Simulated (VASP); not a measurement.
Set up this calculation in VASP 6.6.1, as the native input.

```
Task                   : electric field gradients
Functional             : PBE
Potentials or basis    : VASP PAW PBE potentials, release 64 (Cd, Se)
Cutoff                 : 520 eV
k mesh                 : 8 × 8 × 8
Occupations            : fermi-dirac, width 0.03 eV
Spin                   : no spin polarisation
Dipole correction      : no
Further INCAR settings : ALGO = Normal; EDIFF = 1e-08; NBANDS = 16
```

The structure of CdSe lies in POSCAR:

```
CdSe
1.0
    0.0614054240      3.1009739106      3.1009739106
    3.1009739106      0.0614054240      3.1009739106
    3.1009739106      3.1009739106      0.0614054240
Cd Se
1 1
Direct
    0.0000000000      0.0000000000      0.0000000000
    0.2500000000      0.2500000000      0.2500000000
```

This cell differs from its parent crystal: equal xy, yz and zx shear strains of +2 %.

One way to write it, as run:

INCAR

```
SYSTEM = CdSe
PREC     = Accurate       ! precision mode
ENCUT    = 520            ! plane-wave cutoff, eV
EDIFF    = 1E-8           ! SCF threshold, eV
ISMEAR   = -1             ! smearing method
SIGMA    = 0.03           ! smearing width, eV
LREAL    = .FALSE.        ! projectors in reciprocal space
LASPH    = .TRUE.         ! aspherical terms in the spheres
NELM     = 80             ! most SCF steps
ALGO     = Normal         ! electronic algorithm
ISIF     = 2              ! what is computed and relaxed
LWAVE    = .FALSE.        ! write WAVECAR
LCHARG   = .FALSE.        ! write CHGCAR
GGA      = PE             ! functional
LEFG     = .TRUE.       
NBANDS   = 16             ! bands
```

KPOINTS

```
Automatic mesh
0
G
  8 8 8
  0 0 0
```

Potentials or basis: VASP PAW PBE potentials, release 64 (Cd, Se).

The run is started by

```console
$ cat potpaw_PBE.64/Cd/POTCAR potpaw_PBE.64/Se/POTCAR > POTCAR
$ mpirun -np 1 vasp_std > vasp.out
```

It gave:

```json
{
 "Pressure": "1.7 GPa",
 "Largest force": "0.189 eV/Å",
 "Band gap on the k mesh": "0.53 eV",
 "Largest electric field gradient by atom": "Cd +20.9; Se +9.0 V/Å²"
}
```

Caveat: the cell differs from its parent crystal (equal xy, yz and zx shear strains of +2 %); without QUAD_EFG the Cq values of the log hold for a quadrupole moment of 1 mb, not for the nuclei.

Wall time 2 min on 1 thread of Intel Xeon 8259CL (shared host), peak memory 0.24 GiB.
